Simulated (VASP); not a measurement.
# Si64N (a cell with a defect) in VASP: single point with r2SCAN

Aim: the single point of Si64N (a cell with a defect) with r2SCAN.

Everything below comes from runs of VASP 6.6.1. Logs are shortened: lines on timing, memory, paths and dates and some standing lists are left out, and cuts for length are marked.

## (1) The cell of the first run

The cell holds a defect, 65 atoms: a = 10.866 Å, b = 10.866 Å, c = 10.866 Å, α = 90.00°, β = 90.00°, γ = 90.00°.

## (2) Single point, r2SCAN

File POSCAR:

```
Si64N
1.0
   10.8655790000      0.0000000000      0.0000000000
    0.0000000000     10.8655790000      0.0000000000
    0.0000000000      0.0000000000     10.8655790000
Si N
64 1
Direct
    0.0045340000      0.0046100000      0.0042420000
    0.0009790000      0.0011070000      0.4972520000
    0.0009720000      0.4976340000      0.0007240000
    0.9904580000      0.5083270000      0.5079690000
    0.4975410000      0.0011080000      0.0007260000
    0.5082590000      0.9905190000      0.5079780000
    0.5082600000      0.5083340000      0.9901690000
    0.5050000000      0.5050690000      0.5046690000
    0.1298320000      0.1299160000      0.1295380000
    0.1285130000      0.1286230000      0.6151900000
    0.1284710000      0.6155900000      0.1282330000
    0.1262010000      0.6273940000      0.6270120000
    0.6155240000      0.1285730000      0.1282090000
    0.6272940000      0.1262830000      0.6270330000
    0.6273070000      0.6274240000      0.1258940000
    0.6292250000      0.6293110000      0.6289460000
    0.2502300000      0.2503790000      0.9961390000
    0.2670340000      0.2671440000      0.4743780000
    0.2509560000      0.7461660000      0.0023400000
    0.2508250000      0.7494000000      0.4997620000
    0.7460420000      0.2510590000      0.0023070000
    0.7492470000      0.2509510000      0.4997480000
    0.7525520000      0.7526750000      0.0016540000
    0.7525260000      0.7526180000      0.5017090000
    0.3816010000      0.3817190000      0.1029570000
    0.3773480000      0.3774770000      0.6243260000
    0.3755220000      0.8729350000      0.1249660000
    0.3754200000      0.8720680000      0.6271900000
    0.8727630000      0.3756480000      0.1249520000
    0.8719530000      0.3755100000      0.6271760000
    0.8775600000      0.8776460000      0.1252850000
    0.8775990000      0.8777160000      0.6266050000
    0.2502260000      0.9965140000      0.2500050000
    0.2509670000      0.0027140000      0.7457800000
    0.2670390000      0.4747380000      0.2667760000
    0.2508350000      0.5001350000      0.7490220000
    0.7460370000      0.0026750000      0.2506870000
    0.7525410000      0.0020310000      0.7522910000
    0.7492370000      0.5001200000      0.2505760000
    0.7525330000      0.5020690000      0.7522450000
    0.3816010000      0.1033080000      0.3813720000
    0.3755120000      0.1253460000      0.8725570000
    0.3773240000      0.6247080000      0.3770940000
    0.3754270000      0.6275520000      0.8717100000
    0.8727550000      0.1253240000      0.3752650000
    0.8775600000      0.1256650000      0.8772730000
    0.8719410000      0.6275380000      0.3751540000
    0.8775950000      0.6269830000      0.8773320000
    0.9963670000      0.2503100000      0.2499420000
    0.0025910000      0.2510510000      0.7457510000
    0.0025760000      0.7461290000      0.2506850000
    0.0019230000      0.7526380000      0.7522670000
    0.4745700000      0.2671000000      0.2667590000
    0.4999990000      0.2509360000      0.7489810000
    0.4999950000      0.7493560000      0.2505610000
    0.5019520000      0.7526190000      0.7522550000
    0.1031980000      0.3816900000      0.3813100000
    0.1251940000      0.3756240000      0.8725100000
    0.1251890000      0.8728770000      0.3752420000
    0.1255960000      0.8776300000      0.8772580000
    0.6245720000      0.3774050000      0.3770350000
    0.6274540000      0.3755110000      0.8716560000
    0.6274560000      0.8720250000      0.3751350000
    0.6268580000      0.8777050000      0.8773310000
    0.3201350000      0.3202970000      0.3199270000
```

File INCAR.step1:

```
PREC = Accurate ; ENCUT = 520
ISMEAR = -1 ; SIGMA = 0.05
LREAL = Auto ; LASPH = True
NELM = 100 ; NBANDS = 168
NELECT = 260.0 ; ISYM = 0
GGA = PE ; ALGO = Normal
EDIFF = 1E-4 ; LWAVE = True
LCHARG = False
```

File INCAR.step2:

```
PREC = Accurate ; ENCUT = 520
EDIFF = 1E-7 ; ISMEAR = -1
SIGMA = 0.05 ; LREAL = Auto
LASPH = True ; NELM = 100
ALGO = Normal ; ISIF = 2
LWAVE = False ; LCHARG = False
METAGGA = R2SCAN ; LMIXTAU = True
NBANDS = 168 ; NELECT = 260.0
ISYM = 0 ; ISTART = 1
```

File KPOINTS:

```
Automatic mesh
0
Gamma
  1 1 1
  0.25 0.25 0.25
```

Potentials or basis: VASP PAW PBE potentials, release 64 (Si, N).

Started as:

```console
$ cat potpaw_PBE.64/Si/POTCAR potpaw_PBE.64/N/POTCAR > POTCAR
$ cp INCAR.step1 INCAR
$ mpirun -np 1 vasp_std > vasp.out
$ cp INCAR.step2 INCAR
$ mpirun -np 1 vasp_std > vasp.out
```

OUTCAR:

```text
PREC = Accurate
   ENCUT = 520
   EDIFF = 1E-7
   ISMEAR = -1
   LREAL = Auto
   LASPH = True
   NELM = 100
   ISIF = 2
   METAGGA = R2SCAN
   NELECT = 260.0
   ISYM = 0
   ISTART = 1

 ion  position               nearest neighbor table
   1  0.005  0.005  0.004-  31 2.35  46 2.35  60 2.35   9 2.36
   2  0.001  0.001  0.497-  10 2.34  45 2.35  59 2.35  32 2.36
   3  0.001  0.498  0.001-  11 2.34  29 2.35  58 2.35  48 2.36
   4  0.990  0.508  0.508-  57 2.30  30 2.33  47 2.33  12 2.35
   5  0.498  0.001  0.001-  13 2.34  27 2.35  42 2.35  64 2.36
   6  0.508  0.991  0.508-  41 2.30  28 2.33  63 2.33  14 2.35
[... 9 lines left out ...]
  16  0.629  0.629  0.629-   8 2.34  24 2.35  40 2.35  56 2.35
  17  0.250  0.250  0.996-  25 2.33  42 2.35  58 2.35   9 2.35
[... 33 lines left out ...]
  51  0.003  0.746  0.251-  59 2.35  47 2.35  11 2.38  31 2.40
  52  0.002  0.753  0.752-  60 2.34  12 2.35  48 2.35  32 2.35
  53  0.475  0.267  0.267-  65 1.87  61 2.35  41 2.40  25 2.40  13 2.62
  54  0.500  0.251  0.749-  42 2.34  26 2.35  14 2.35  62 2.35
  55  0.500  0.749  0.251-  27 2.34  43 2.35  15 2.35  63 2.35
  56  0.502  0.753  0.752-  28 2.33  44 2.33  16 2.35  64 2.35
  57  0.103  0.382  0.381-   4 2.30  49 2.33  35 2.40  18 2.40
  58  0.125  0.376  0.873-  36 2.34  17 2.35  50 2.35   3 2.35
  59  0.125  0.873  0.375-  20 2.34  33 2.35  51 2.35   2 2.35
  60  0.126  0.878  0.877-  52 2.34   1 2.35  19 2.40  34 2.40
  61  0.625  0.377  0.377-  39 2.35  22 2.35  53 2.35   8 2.35
  62  0.627  0.376  0.872-   7 2.33  40 2.33  21 2.35  54 2.35
  63  0.627  0.872  0.375-   6 2.33  24 2.33  37 2.35  55 2.35
  64  0.627  0.878  0.877-  23 2.35  38 2.35  56 2.35   5 2.36
  65  0.320  0.320  0.320-  35 1.87  18 1.87  53 1.87

IMPORTANT INFORMATION: All symmetrisations will be switched off!
NOSYMM: (Re-)initialisation of all symmetry stuff for point group C_1.

----------------------------------------------------------------------------------------

                                     Primitive cell

  volume of cell :    1282.7990

  direct lattice vectors                    reciprocal lattice vectors
    10.865579000  0.000000000  0.000000000     0.092033752  0.000000000  0.000000000
     0.000000000 10.865579000  0.000000000     0.000000000  0.092033752  0.000000000
     0.000000000  0.000000000 10.865579000     0.000000000  0.000000000  0.092033752

  length of vectors
    10.865579000 10.865579000 10.865579000     0.092033752  0.092033752  0.092033752

  position of ions in fractional coordinates (direct lattice)
     0.004534000  0.004610000  0.004242000
     0.000979000  0.001107000  0.497252000
     0.000972000  0.497634000  0.000724000
[... 187 lines left out ...]
   ISIF   =      2    stress and relaxation
   ISYM   =      0    0-nonsym 1-usesym 2-fastsym
   POTIM  = 0.5000    time-step for ionic-motion
   TEBEG  =    0.0;   TEEND  =   0.0 temperature during run
   PSTRESS=    0.0 pullay stress
   NELECT =     260.0000    total number of electrons
   NUPDOWN=      -1.0000    fix difference up-down
   EMIN   =  10.00;   EMAX   =-10.00  energy-range for DOS
   EFERMI =   0.00;   METHOD = LEGACY
   ISMEAR =    -1;   SIGMA  =   0.05  broadening in eV -4-tet -1-fermi 0-gaus
   EFERMI_NEDOS =   21; number of points for ismear=-14 and -15
   IALGO  =     38    algorithm
   IMIX   =      4    mixing-type and parameters
     AMIX     =   0.40;   BMIX     =  1.00
     AMIX_MAG =   1.60;   BMIX_MAG =  1.00
  volume/ion in A,a.u.               =      19.74       133.18
  Fermi-wavevector in a.u.,A,eV,Ry     =   0.961641  1.817238 12.582040  0.924754
  Thomas-Fermi vector in A             =   2.091031
   LORBIT       =      0    0 simple, 1 ext, 2 COOP (PROOUT), +10 PAW based schemes
   METAGGA = R2SCAN    functional components
   LHFCALC =     F    Hartree Fock is set to
   AEXX    =    0.0000 exact exchange contribution
   IVDW    =     0    specifies the selected vdW correction
   LEPSILON=     F    determine dielectric tensor
   LRPA    =     F    only Hartree local field effects (RPA)
 non-spin polarized calculation
  energy-cutoff  :      520.00
  volume of cell :     1282.80
 maximum number of plane-waves:     34484
 NGX is ok and might be reduce to    84
   NGX = 41   NGY = 41   NGZ = 41

 number of electron     260.0000004 magnetization

 Free energy of the ion-electron system (eV)
  ---------------------------------------------------
  ext. energy  EPLUGINS =         0.00000000
  ---------------------------------------------------
  free energy    TOTEN  =      -572.84736837 eV

  energy without entropy =     -572.82426403  energy(sigma->0) =     -572.83581620

 E-fermi :   5.6815     XC(G=0):  -9.8805

 val. band max:        5.5048699059   @ k =  -0.2500   0.2500   0.2500
 cond. band min:       5.8500206643   @ k =   0.2500  -0.2500   0.2500
 fundamental gap:      0.3451507584
 Fermi energy:         5.6814961722

 k-point     1 :       0.2500    0.2500    0.2500
  band No.  band energies     occupation
      1     -11.5220      2.00000
      2      -6.4745      2.00000
      3      -5.9986      2.00000
      4      -5.9985      2.00000
      5      -5.8322      2.00000
      6      -5.4702      2.00000
[... 569 lines left out ...]
    141       7.8911      0.00000
    142       7.9255      0.00000
 [bands above 142 left out]

------------------------ aborting loop because EDIFF is reached ----------------------------------------

  FORCE on cell =-STRESS in cart. coord.  units (eV):
  Direction    XX          YY          ZZ          XY          YZ          ZX
  --------------------------------------------------------------------------------------
  -------------------------------------------------------------------------------------
  Total       -5.0229993     -5.0273904     -5.0257314      1.2073309      1.1983145      1.2053971
  in kB       -6.2735748     -6.2790591     -6.2769870      1.5079199      1.4966587      1.5055047
  external PRESSURE =      -6.2765403 kB  Pullay stress =       0.0000000 kB

 VOLUME and BASIS-vectors are now :
 -----------------------------------------------------------------------------
  energy-cutoff  :      520.00
  volume of cell :     1282.80
      direct lattice vectors                 reciprocal lattice vectors
    10.865579000  0.000000000  0.000000000     0.092033752  0.000000000  0.000000000
     0.000000000 10.865579000  0.000000000     0.000000000  0.092033752  0.000000000
     0.000000000  0.000000000 10.865579000     0.000000000  0.000000000  0.092033752

 POSITION                                       TOTAL-FORCE (eV/Angst)
 -----------------------------------------------------------------------------------
      0.04926      0.05009      0.04609        -0.059310     -0.060886     -0.062935
      0.01064      0.01203      5.40293        -0.003745     -0.005811      0.017834
      0.01056      5.40708      0.00787        -0.004391      0.018801     -0.005915
     10.76190      5.52327      5.51938         0.100780     -0.041255     -0.043138
      5.40607      0.01204      0.00789         0.016337     -0.005440     -0.005892
      5.52253     10.76256      5.51948        -0.042251      0.102688     -0.044365
[... 57 lines left out ...]
      6.81118      9.53677      9.53271        -0.005523      0.010252      0.009942
      3.47845      3.48021      3.47619        -0.141246     -0.140667     -0.140201
 -----------------------------------------------------------------------------------
    total drift:                               -0.017454     -0.012522     -0.009940

  FREE ENERGIE OF THE ION-ELECTRON SYSTEM (eV)
  ---------------------------------------------------
  free  energy   TOTEN  =      -572.8473683734 eV

  energy  without entropy=     -572.8242640333  energy(sigma->0) =     -572.83581620
```

Wall time 1.5 h (1 thread of AMD EPYC 9R45 (Zen 5), shared host); peak memory 1.5 GiB.

Results:

```yaml
Free_energy: -572.8474 eV
Largest_force: 0.384 eV/Å
```

Forces in eV/Å, atoms in the order of the input:
```
Si  -0.059 -0.061 -0.063
Si  -0.004 -0.006  0.018
Si  -0.004  0.019 -0.006
Si   0.101 -0.041 -0.043
Si   0.016 -0.005 -0.006
Si  -0.042  0.103 -0.044
Si  -0.043 -0.042  0.101
Si   0.043  0.045  0.047
Si  -0.001  0.000  0.001
Si   0.074  0.073 -0.119
Si   0.077 -0.121  0.073
Si  -0.086  0.009  0.012
Si  -0.122  0.078  0.075
Si   0.008 -0.084  0.009
Si   0.008  0.007 -0.081
Si  -0.028 -0.026 -0.027
Si   0.016  0.016 -0.018
Si  -0.168 -0.168  0.299
Si  -0.024  0.052 -0.037
Si   0.028 -0.002  0.025
Si   0.055 -0.025 -0.038
Si   0.000  0.025  0.027
Si   0.003  0.003 -0.004
Si   0.023  0.024  0.037
Si   0.098  0.097 -0.021
Si   0.028  0.028 -0.056
Si  -0.015 -0.020 -0.036
Si  -0.049  0.015 -0.004
Si  -0.017 -0.017 -0.037
Si   0.015 -0.048 -0.005
Si  -0.016 -0.014  0.109
Si   0.010  0.010 -0.006
Si   0.018 -0.018  0.016
Si  -0.026 -0.039  0.054
Si  -0.169  0.298 -0.169
Si   0.026  0.027 -0.002
Si   0.055 -0.039 -0.026
Si   0.004 -0.002  0.002
Si  -0.002  0.028  0.025
Si   0.022  0.038  0.023
Si   0.096 -0.021  0.096
Si  -0.013 -0.036 -0.019
Si   0.030 -0.058  0.028
Si  -0.052 -0.004  0.014
Si  -0.015 -0.037 -0.015
Si  -0.015  0.107 -0.014
Si   0.014 -0.006 -0.049
Si   0.010 -0.006  0.010
Si  -0.017  0.020  0.019
Si  -0.039 -0.026  0.055
Si  -0.040  0.053 -0.025
Si  -0.001  0.004  0.002
Si   0.301 -0.168 -0.169
Si   0.028  0.026  0.001
Si   0.028 -0.001  0.026
Si   0.039  0.021  0.021
Si  -0.021  0.095  0.094
Si  -0.036 -0.013 -0.016
Si  -0.035 -0.015 -0.013
Si   0.103 -0.014 -0.014
Si  -0.059  0.029  0.030
Si  -0.006 -0.050  0.015
Si  -0.007  0.014 -0.048
Si  -0.006  0.010  0.010
N   -0.141 -0.141 -0.140
```

Caveat: the cell carries a net charge on a neutralising background, which shifts energy and pressure; the cell is charged against a uniform background, so pressure and absolute levels hang on convention; the PAW data sets were made with another functional, which shifts forces and pressure a little.
